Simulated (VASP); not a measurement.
# Al (a cell with a defect) in VASP: single point with PBE

Aim: the single point of Al (a cell with a defect) with PBE.

Everything below comes from runs of VASP 6.6.1. Logs are shortened: lines on timing, memory, paths and dates and some standing lists are left out, and cuts for length are marked.

## (1) The cell of the first run

The cell holds a defect, 15 atoms: a = 7.000 Å, b = 7.000 Å, c = 7.000 Å, α = 109.47°, β = 109.47°, γ = 109.47°.

## (2) Single point, PBE (atoms taken out, then relaxed in part)

INCAR

```
SYSTEM = Al
ALGO     = Normal         ! electronic algorithm
EDIFF    = 1E-6           ! SCF threshold, eV
ENCUT    = 520            ! plane-wave cutoff, eV
GGA      = PE             ! functional
ISIF     = 2              ! what is computed and relaxed
ISMEAR   = 0              ! smearing method
LASPH    = .TRUE.         ! aspherical terms in the spheres
LCHARG   = .TRUE.         ! write CHGCAR
LELF     = .TRUE.         ! ELF
LREAL    = Auto         
LVHAR    = .TRUE.       
LWAVE    = .FALSE.        ! write WAVECAR
NBANDS   = 36             ! bands
NELM     = 100            ! most SCF steps
PREC     = Accurate       ! precision mode
SIGMA    = 0.1            ! smearing width, eV
```

KPOINTS

```
k-points
0
G
  5 5 5
  0 0 0
```

POSCAR

```
Al
1.0
   -4.0416209214     -4.0416209214      4.0416209214
    4.0416209214      4.0416209214      4.0416209214
   -4.0416209214      4.0416209214     -4.0416209214
Al
15
Direct
    0.2467668742      0.0000000000      0.7532331258
    0.0000000000      0.2467668742      0.7532331258
    0.5000000000      0.0000000000      0.5000000000
    0.2467668742      0.2467668742      0.4935337483
    0.0000000000      0.5000000000      0.5000000000
    0.7532331258      0.0000000000      0.2467668742
    0.4935337483      0.2467668742      0.2467668742
    0.2467668742      0.4935337483      0.2467668742
    0.0000000000      0.7532331258      0.2467668742
    0.7532331258      0.2467668742      0.0000000000
    0.5000000000      0.5000000000      0.0000000000
    0.2467668742      0.7532331258      0.0000000000
    0.7532331258      0.5064662517      0.7532331258
    0.5064662517      0.7532331258      0.7532331258
    0.7532331258      0.7532331258      0.5064662517
```

Potentials or basis: VASP PAW PBE potentials, release 64 (Al).

Command:

```console
$ cat potpaw_PBE.64/Al/POTCAR > POTCAR
$ mpirun -np 1 vasp_std > vasp.out
```

OUTCAR:

```text
SYSTEM = Al
   EDIFF = 1E-6
   ENCUT = 520
   GGA = PE
   ISIF = 2
   ISMEAR = 0
   LASPH = .TRUE.
   LREAL = Auto
   NELM = 100
   PREC = Accurate

 ion  position               nearest neighbor table
   1  0.247  0.000  0.753-   2 2.82   7 2.82  12 2.82  15 2.82  11 2.86   5 2.86   3 2.89  10 2.90
                             9 2.90  14 2.90   4 2.90
   2  0.000  0.247  0.753-   1 2.82   8 2.82  10 2.82  15 2.82  11 2.86   3 2.86   5 2.89  12 2.90
                             6 2.90  13 2.90   4 2.90
   3  0.500  0.000  0.500-   2 2.86  10 2.86  12 2.86   9 2.86  14 2.86  15 2.86   7 2.86   4 2.86
                             1 2.89   6 2.89   8 2.89  13 2.89
   4  0.247  0.247  0.494-   7 2.82   8 2.82   6 2.82   9 2.82   3 2.86   5 2.86  11 2.89  14 2.90
                            13 2.90   1 2.90   2 2.90
   5  0.000  0.500  0.500-   1 2.86  12 2.86  10 2.86   6 2.86  13 2.86  15 2.86   8 2.86   4 2.86
                             9 2.89   2 2.89  14 2.89   7 2.89
   6  0.753  0.000  0.247-   4 2.82   9 2.82  10 2.82  14 2.82   5 2.86  11 2.86   3 2.89  12 2.90
                             2 2.90   7 2.90  15 2.90
   7  0.494  0.247  0.247-   4 2.82   8 2.82   1 2.82  12 2.82  11 2.86   3 2.86   5 2.89  15 2.90
                            13 2.90   6 2.90  10 2.90
   8  0.247  0.494  0.247-   4 2.82   7 2.82   2 2.82  10 2.82   5 2.86  11 2.86   3 2.89  15 2.90
                            14 2.90   9 2.90  12 2.90
   9  0.000  0.753  0.247-   4 2.82   6 2.82  12 2.82  13 2.82   3 2.86  11 2.86   5 2.89  10 2.90
                             1 2.90   8 2.90  15 2.90
  10  0.753  0.247  0.000-   2 2.82   6 2.82   8 2.82  14 2.82   5 2.86   3 2.86  11 2.89   9 2.90
                             1 2.90  13 2.90   7 2.90
  11  0.500  0.500  0.000-   6 2.86   9 2.86   1 2.86   2 2.86  13 2.86  14 2.86   8 2.86   7 2.86
                            10 2.89  12 2.89  15 2.89   4 2.89
  12  0.247  0.753  0.000-   1 2.82   7 2.82   9 2.82  13 2.82   3 2.86   5 2.86  11 2.89   6 2.90
                             2 2.90   8 2.90  14 2.90
  13  0.753  0.506  0.753-  14 2.82  15 2.82   9 2.82  12 2.82  11 2.86   5 2.86   3 2.89   7 2.90
                             4 2.90  10 2.90   2 2.90
  14  0.506  0.753  0.753-  13 2.82  15 2.82   6 2.82  10 2.82   3 2.86  11 2.86   5 2.89   4 2.90
                             8 2.90  12 2.90   1 2.90
  15  0.753  0.753  0.506-  13 2.82  14 2.82   1 2.82   2 2.82   3 2.86   5 2.86  11 2.89   7 2.90
                             8 2.90   9 2.90   6 2.90

  LATTYP: Found a body centered cubic cell.
 ALAT       =     8.0832418428

  Lattice vectors:

 A1 = (  -4.0416209214,  -4.0416209214,   4.0416209214)
 A2 = (   4.0416209214,   4.0416209214,   4.0416209214)
 A3 = (  -4.0416209214,   4.0416209214,  -4.0416209214)

Analysis of symmetry for initial positions (statically):
=====================================================================
 Subroutine PRICEL returns:
 Original cell was already a primitive cell.

 Routine SETGRP: Setting up the symmetry group for a
 body centered cubic supercell.

 Subroutine GETGRP returns: Found 48 space group operations
 (whereof 48 operations were pure point group operations)
 out of a pool of 48 trial point group operations.

The static configuration has the point symmetry O_h .

Analysis of symmetry for dynamics (positions and initial velocities):
=====================================================================
 Subroutine PRICEL returns:
 Original cell was already a primitive cell.

 Routine SETGRP: Setting up the symmetry group for a
 body centered cubic supercell.

 Subroutine GETGRP returns: Found 48 space group operations
 (whereof 48 operations were pure point group operations)
 out of a pool of 48 trial point group operations.

The dynamic configuration has the point symmetry O_h .

 Subroutine INISYM returns: Found 48 space group operations
 (whereof 48 operations are pure point group operations),
 and found     1 'primitive' translations

----------------------------------------------------------------------------------------

                                     Primitive cell

  volume of cell :     264.0747

  direct lattice vectors                    reciprocal lattice vectors
    -4.041620921 -4.041620921  4.041620921    -0.123712740  0.000000000  0.123712740
     4.041620921  4.041620921  4.041620921     0.000000000  0.123712740  0.123712740
    -4.041620921  4.041620921 -4.041620921    -0.123712740  0.123712740  0.000000000

  length of vectors
     7.000292781  7.000292781  7.000292781     0.174956235  0.174956235  0.174956235

  position of ions in fractional coordinates (direct lattice)
     0.246766874  0.000000000  0.753233126
     0.000000000  0.246766874  0.753233126
     0.500000000  0.000000000  0.500000000
     0.246766874  0.246766874  0.493533748
     0.000000000  0.500000000  0.500000000
     0.753233126  0.000000000  0.246766874
     0.493533748  0.246766874  0.246766874
[... 25 lines left out ...]
                15          15

----------------------------------------------------------------------------------------

 KPOINTS: k-points

Automatic generation of k-mesh.
 Grid dimensions read from file:
 generate k-points for:    5    5    5

 Generating k-lattice:

  Cartesian coordinates                     Fractional coordinates (reciprocal lattice)
    -0.024742548  0.000000000  0.024742548     0.200000000  0.000000000  0.000000000
     0.000000000  0.024742548  0.024742548     0.000000000  0.200000000  0.000000000
    -0.024742548  0.024742548  0.000000000     0.000000000  0.000000000  0.200000000

  Length of vectors
     0.034991247  0.034991247  0.034991247

  Shift w.r.t. Gamma in fractional coordinates (k-lattice)
     0.000000000  0.000000000  0.000000000

 Subroutine IBZKPT returns following result:
 ===========================================

 Found     10 irreducible k-points:

 Following reciprocal coordinates:
            Coordinates               Weight
  0.000000  0.000000  0.000000      1.000000
  0.200000  0.000000  0.000000     12.000000
  0.400000  0.000000  0.000000     12.000000
  0.200000  0.200000  0.000000     24.000000
  0.400000  0.200000  0.000000     24.000000
  0.200000  0.200000  0.200000      8.000000
 -0.200000  0.200000  0.200000      6.000000
 -0.400000  0.400000  0.200000     24.000000
 -0.400000 -0.400000  0.200000      8.000000
 -0.400000  0.400000  0.400000      6.000000
   k-points           NKPTS =     10   k-points in BZ     NKDIM =     10   number of bands    NBANDS=     36
   number of dos      NEDOS =    301   number of ions     NIONS =     15
   total plane-waves  NPLWV = 157464
   dimension x,y,z NGX =    54 NGY =   54 NGZ =   54
   dimension x,y,z NGXF=   108 NGYF=  108 NGZF=  108
   ions per type =              15
   NGX,Y,Z   is equivalent  to a cutoff of  12.82, 12.82, 12.82 a.u.
   NGXF,Y,Z  is equivalent  to a cutoff of  25.65, 25.65, 25.65 a.u.
 SYSTEM =  Al
   PREC   = accura    normal or accurate (medium, high low for compatibility)
   ISTART =      0    job   : 0-new  1-cont  2-samecut
   ICHARG =      2    charge: 1-file 2-atom 10-const
   ISPIN  =      1    spin polarized calculation?
   LNONCOLLINEAR =      F non collinear calculations
   LSORBIT =      F    spin-orbit coupling
   LASPH  =      T    aspherical Exc in radial PAW
   ENCUT  =  520.0 eV  38.22 Ry    6.18 a.u.  13.02 13.02 13.02*2*pi/ulx,y,z
   NELM   =    100;   NELMIN=  2; NELMDL= -5     # of ELM steps
   EDIFF  = 0.1E-05   stopping-criterion for ELM
   LREAL  =      T    real-space projection
   EDIFFG = 0.1E-04   stopping-criterion for IOM
   NSW    =      0    number of steps for IOM
   IBRION =     -1    ionic relax: 0-MD 1-quasi-New 2-CG
   NFREE  =      0    steps in history (QN), initial steepest desc. (CG)
   ISIF   =      2    stress and relaxation
   ISYM   =      2    0-nonsym 1-usesym 2-fastsym
   POTIM  = 0.5000    time-step for ionic-motion
   TEBEG  =    0.0;   TEEND  =   0.0 temperature during run
   PSTRESS=    0.0 pullay stress
   NELECT =      45.0000    total number of electrons
   NUPDOWN=      -1.0000    fix difference up-down
   EMIN   =  10.00;   EMAX   =-10.00  energy-range for DOS
   EFERMI =   0.00;   METHOD = LEGACY
   ISMEAR =     0;   SIGMA  =   0.10  broadening in eV -4-tet -1-fermi 0-gaus
   EFERMI_NEDOS =   21; number of points for ismear=-14 and -15
   IALGO  =     38    algorithm
   IMIX   =      4    mixing-type and parameters
     AMIX     =   0.40;   BMIX     =  1.00
     AMIX_MAG =   1.60;   BMIX_MAG =  1.00
  volume/ion in A,a.u.               =      17.60       118.80
  Fermi-wavevector in a.u.,A,eV,Ry     =   0.907619  1.715151 11.208094  0.823772
  Thomas-Fermi vector in A             =   2.031448
   LORBIT       =      0    0 simple, 1 ext, 2 COOP (PROOUT), +10 PAW based schemes
   GGA     = PE    functional components
   LHFCALC =     F    Hartree Fock is set to
   AEXX    =    0.0000 exact exchange contribution
   IVDW    =     0    specifies the selected vdW correction
   LEPSILON=     F    determine dielectric tensor
   LRPA    =     F    only Hartree local field effects (RPA)
 non-spin polarized calculation
 Gauss-broadening in eV      SIGMA  =   0.10
  energy-cutoff  :      520.00
  volume of cell :      264.07
 maximum number of plane-waves:      7143
 NGX is ok and might be reduce to    54
   NGX = 25   NGY = 25   NGZ = 25

 number of electron      45.0000000 magnetization

 Free energy of the ion-electron system (eV)
  ---------------------------------------------------
  ext. energy  EPLUGINS =         0.00000000
  ---------------------------------------------------
  free energy    TOTEN  =       -55.65903190 eV

  energy without entropy =      -55.64232091  energy(sigma->0) =      -55.65067640

 E-fermi :   7.2365     XC(G=0):  -9.9117

 val. band max:        7.2059115961   @ k =  -0.4000  -0.4000   0.2000
 cond. band min:       7.2827448534   @ k =  -0.2000   0.2000   0.2000
 fundamental gap:      0.0768332573
 Fermi energy:         7.2364566865

 k-point     1 :       0.0000    0.0000    0.0000
  band No.  band energies     occupation
      1      -3.5243      2.00000
      2       0.7007      2.00000
      3       0.7007      2.00000
      4       0.7349      2.00000
      5       0.7349      2.00000
      6       0.7349      2.00000
[... 359 lines left out ...]
     33       9.1839      0.00000
     34       9.3415      0.00000
 [bands above 34 left out]

------------------------ aborting loop because EDIFF is reached ----------------------------------------

  FORCE on cell =-STRESS in cart. coord.  units (eV):
  Direction    XX          YY          ZZ          XY          YZ          ZX
  --------------------------------------------------------------------------------------
  -------------------------------------------------------------------------------------
  Total       -2.4737233     -2.4737233     -2.4737233     -0.0000000     -0.0000000     -0.0000000
  in kB      -15.0084204    -15.0084204    -15.0084204     -0.0000000     -0.0000000     -0.0000000
  external PRESSURE =     -15.0084204 kB  Pullay stress =       0.0000000 kB

 VOLUME and BASIS-vectors are now :
 -----------------------------------------------------------------------------
  energy-cutoff  :      520.00
  volume of cell :      264.07
      direct lattice vectors                 reciprocal lattice vectors
    -4.041620921 -4.041620921  4.041620921    -0.123712740  0.000000000  0.123712740
     4.041620921  4.041620921  4.041620921     0.000000000  0.123712740  0.123712740
    -4.041620921  4.041620921 -4.041620921    -0.123712740  0.123712740  0.000000000

 POSITION                                       TOTAL-FORCE (eV/Angst)
 -----------------------------------------------------------------------------------
     -4.04162      2.04694     -2.04694        -0.000000      0.001868     -0.001868
     -2.04694      4.04162     -2.04694        -0.001868     -0.000000     -0.001868
     -4.04162      0.00000      0.00000        -0.000000     -0.000000     -0.000000
     -1.99468      1.99468      0.00000         0.001868     -0.001868      0.000000
      0.00000      4.04162      0.00000        -0.000000     -0.000000     -0.000000
     -4.04162     -2.04694      2.04694        -0.000000     -0.001868      0.001868
     -1.99468      0.00000      1.99468         0.001868     -0.000000     -0.001868
     -0.00000      1.99468      1.99468        -0.000000     -0.001868     -0.001868
      2.04694      4.04162      2.04694         0.001868     -0.000000      0.001868
     -2.04694     -2.04694      4.04162        -0.001868     -0.001868     -0.000000
      0.00000      0.00000      4.04162        -0.000000     -0.000000     -0.000000
      2.04694      2.04694      4.04162         0.001868      0.001868     -0.000000
     -4.04162      2.04694      2.04694         0.000000      0.001868      0.001868
     -2.04694      4.04162      2.04694        -0.001868     -0.000000      0.001868
     -2.04694      2.04694      4.04162        -0.001868      0.001868     -0.000000
 -----------------------------------------------------------------------------------
    total drift:                               -0.000000      0.000000     -0.000000

  FREE ENERGIE OF THE ION-ELECTRON SYSTEM (eV)
  ---------------------------------------------------
  free  energy   TOTEN  =       -55.6590319015 eV

  energy  without entropy=      -55.6423209054  energy(sigma->0) =      -55.65067640
```

Run time: 4.7 min. Hardware: 1 thread of Intel Xeon 8259CL, shared host; peak memory 0.38 GiB.

Results:

| Item | Value |
| --- | --- |
| Free energy | -55.6590 eV |
| Pressure | -1.5 GPa |
| Band gap on the k mesh | zero (an odd number of electrons rules out a gap without spin polarisation) |

Forces on the atoms (eV/Å):
```
Al   0.000  0.002 -0.002
Al  -0.002  0.000 -0.002
Al   0.000  0.000  0.000
Al   0.002 -0.002  0.000
Al   0.000  0.000  0.000
Al   0.000 -0.002  0.002
Al   0.002  0.000 -0.002
Al   0.000 -0.002 -0.002
Al   0.002  0.000  0.002
Al  -0.002 -0.002  0.000
Al   0.000  0.000  0.000
Al   0.002  0.002  0.000
Al   0.000  0.002  0.002
Al  -0.002  0.000  0.002
Al  -0.002  0.002  0.000
```

Caveat: the cell differs from its parent crystal (atoms taken out, then relaxed in part).
